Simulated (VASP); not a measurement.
Wanted: the native input for a VASP 6.6.1 run.

```
Task                   : relaxation of cell and atoms
Functional             : PBE
Potentials or basis    : VASP PAW PBE potentials, release 64 (Hf_pv, Si, F)
Cutoff                 : 600 eV
k mesh                 : 6 × 6 × 4
Occupations            : gaussian, width 0.1 eV
Spin                   : no spin polarisation
Dipole correction      : no
Further INCAR settings : ALGO = Normal; EDIFF = 1e-07; IBRION = 2; EDIFFG = -0.04; NSW = 90; ISIF = 3
```

The structure of Hf3Si2F lies in POSCAR:

```
Hf3Si2F
1.0
    4.5026448535      0.0000000000      0.0000000000
   -2.2513224267      3.8994048273      0.0000000000
    0.0000000000      0.0000000000      5.8959954045
Hf Si F
3 2 1
Direct
    0.0000000000      0.0000000000      0.5000000000
    0.3333333333      0.6666666667      0.0000000000
    0.3333333333      0.6666666667      0.5000000000
    0.6666666667      0.3333333333      0.2839373660
    0.6666666667      0.3333333333      0.7160626340
    0.0000000000      0.0000000000      0.0000000000
```

These files were run (other wordings do the same):

INCAR

```
PREC = Accurate ; ENCUT = 600
EDIFF = 1E-7 ; ISMEAR = 0
SIGMA = 0.1 ; LREAL = False
LASPH = True ; NELM = 100
ALGO = Normal ; ISIF = 3
LWAVE = False ; LCHARG = False
GGA = PE ; IBRION = 2
NSW = 90 ; EDIFFG = -0.04
```

KPOINTS

```
regular mesh
0
Gamma
  6 6 4
```

Potentials or basis: VASP PAW PBE potentials, release 64 (Hf_pv, Si, F).

Command:

```bash
$ cat potpaw_PBE.64/Hf_pv/POTCAR potpaw_PBE.64/Si/POTCAR potpaw_PBE.64/F/POTCAR > POTCAR
$ mpirun -np 1 vasp_std > vasp.out
```

Results of the run:

| Item | Value |
| --- | --- |
| Relaxed volume | 17.18 Å³/atom |
| Relaxed cell | a = 4.545 Å, b = 4.545 Å, c = 5.763 Å, α = 90.00°, β = 90.00°, γ = 120.00° |
| Space group after relaxing (to 0.05 Å) | P-6m2 (No. 187) |
| Energy gained by relaxing | 3.8 meV/atom |
| Ionic steps | 6 |
| Pressure after relaxing | 0.0 GPa |
| Largest force after relaxing | 0.006 eV/Å |

Caveat: an odd number of electrons without spin polarisation forces a metal; a magnetic or distorted state may lie lower.

Run time: 6.4 min on 1 thread of Intel(R) Xeon(R) Platinum 8488C (Sapphire Rapids) (shared host), peak memory 0.29 GiB.
